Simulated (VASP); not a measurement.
NaP6: single point with PBE+D3(BJ)

Crystal: NaP6.

```xyz
7
Lattice="6.7876 0.0000 0.0000 -3.3938 5.8782 0.0000 0.0000 0.0000 3.7959" Properties=species:S:1:pos:R:3 pbc="T T T"
Na    0.0000    0.0000    1.8979
P     4.5080    0.0000    0.0000
P     1.1398    1.9742    0.0000
P    -2.2540    3.9040    0.0000
P     2.2796    0.0000    0.0000
P    -1.1398    1.9742    0.0000
P     2.2540    3.9040    0.0000
```

```json
{
 "Program": "VASP 6.6.1",
 "Task": "single point",
 "Functional": "PBE",
 "Dispersion": "D3(BJ)",
 "Potentials or basis": "VASP PAW PBE potentials, release 64 (Na_pv, P)",
 "Cutoff": "520 eV",
 "k mesh": "3 × 3 × 6",
 "Occupations": "gaussian, width 0.1 eV",
 "Spin": "no spin polarisation",
 "Dipole correction": "no",
 "Further INCAR settings": "ALGO = Normal; EDIFF = 1e-06; NBANDS = 28"
}
```

The pressure is -0.1 GPa, the largest force is 0.004 eV/Å and the dispersion energy per atom is -0.299 eV.

Forces on the atoms (eV/Å):
```
Na   0.000  0.000  0.000
P   -0.004  0.000  0.000
P    0.002  0.003  0.000
P    0.002 -0.003  0.000
P    0.004  0.000  0.000
P   -0.002  0.003  0.000
P   -0.002 -0.003  0.000
```

Stress tensor (GPa, compression positive):
```
-0.19  0.00  0.00
 0.00 -0.19  0.00
 0.00  0.00  0.02
```

Levels at points of the mesh, in eV from the Fermi level:
| k point | band 14 | band 15 | band 16 | band 17 | band 18 | band 19 | band 20 | band 21 | band 22 | band 23 |
| --- | --- | --- | --- | --- | --- | --- | --- | --- | --- | --- |
| (0.00, 0.00, 0.00) | -2.86 | -0.41 | -0.41 | -0.31 | -0.31 | 0.75 | 0.75 | 2.21 | 2.21 | 2.39 |
| (0.00, 0.00, 0.50) | -3.52 | -2.57 | -2.57 | -2.44 | -2.44 | 1.00 | 1.00 | 2.55 | 2.61 | 2.61 |

It took 48 s on 1 thread of Intel(R) Xeon(R) Platinum 8259CL CPU @ 2.50GHz (Skylake/Cascade Lake), with other jobs on the host, peak memory 0.25 GiB.

Caveat: pairwise dispersion overbinds metals, which lowers pressure and volume.
